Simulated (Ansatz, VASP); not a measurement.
C in VASP and in Ansatz

The input POSCAR:

```
C
1.0
    0.0000000000      2.1908100000      3.3480000000
    1.2648400000      0.0000000000      3.3480000000
    1.2648400000      2.1908100000      0.0000000000
C
2
Direct
    0.1666700000      0.8333300000      0.1666700000
    0.8333300000      0.1666700000      0.8333300000
```

INCAR.step1

```
SYSTEM = C
  PREC = Accurate
  ENCUT = 520
  ISMEAR = 0
  SIGMA = 0.05
  LREAL = .False.
  LASPH = .True.
  NELM = 80
  NBANDS = 11
  GGA = PE
  ALGO = Normal
  EDIFF = 1E-4
  LWAVE = .True.
  LCHARG = .False.
```

INCAR.step2

```
SYSTEM = C
  PREC = Accurate
  ENCUT = 520
  EDIFF = 1E-6
  ISMEAR = 0
  SIGMA = 0.05
  LREAL = .False.
  LASPH = .True.
  NELM = 80
  ALGO = Normal
  ISIF = 2
  LWAVE = .False.
  LCHARG = .False.
  METAGGA = R2SCAN
  LMIXTAU = .True.
  NBANDS = 11
  ISTART = 1
```

KPOINTS

```
Automatic mesh
0
Gamma
  14 14 14
  0 0 0
```

Input for Ansatz:

```yaml
crystal:
  lattice:
    - [0.0, 2.19081, 3.348]
    - [1.26484, 0.0, 3.348]
    - [1.26484, 2.19081, 0.0]
  atoms:
    - { symbol: C, position: [0.16667, 0.83333, 0.16667] }
    - { symbol: C, position: [0.83333, 0.16667, 0.83333] }
basis:
  ecutwfc: 500
kpoints:
  mp_grid: { grid: [14, 14, 14] }
hamiltonian:
  xc: r2scan
scf:
  occupations: { method: gaussian, width: 0.05 }
output:
  forces: true
  stress: true
  eigenvalues: true
```

Change from the starting cell: strain +0.030 along x and y, +0.000 along z, atoms carried along.

Alike in both runs: task single point; functional r2SCAN; k mesh 14 × 14 × 14; occupations gaussian, width 0.05 eV; no spin polarisation.

|  | VASP | Ansatz |
| --- | --- | --- |
| version | VASP 6.6.1 | Ansatz 0.2.0 |
| potentials or method | VASP PAW PBE potentials, release 64 (C), cutoff 520 eV | scalar-relativistic, plane waves, PAW |
| valence electrons in the cell | 8 | 8 |

```tsv
	VASP	Ansatz	Ansatz less VASP
gap on the k mesh at the Fermi level (eV)	0.26	0.26	-0.001
least direct gap on the mesh (eV)	0.33	0.33	-0.001
pressure (GPa)	-21.2	-21.8	-0.60
traceless stress, the component that is largest in VASP (GPa)	23.36	24.05	+0.694
rms of the force components (eV/Å)	0.018	0.018	+0.0001
```

VASP's potentials were made for PBE, not for r2SCAN. Atom by atom the forces differ by 0.000 eV/Å (rms over components). With one functional, cell and mesh, what is left measures potentials, basis and numerics.
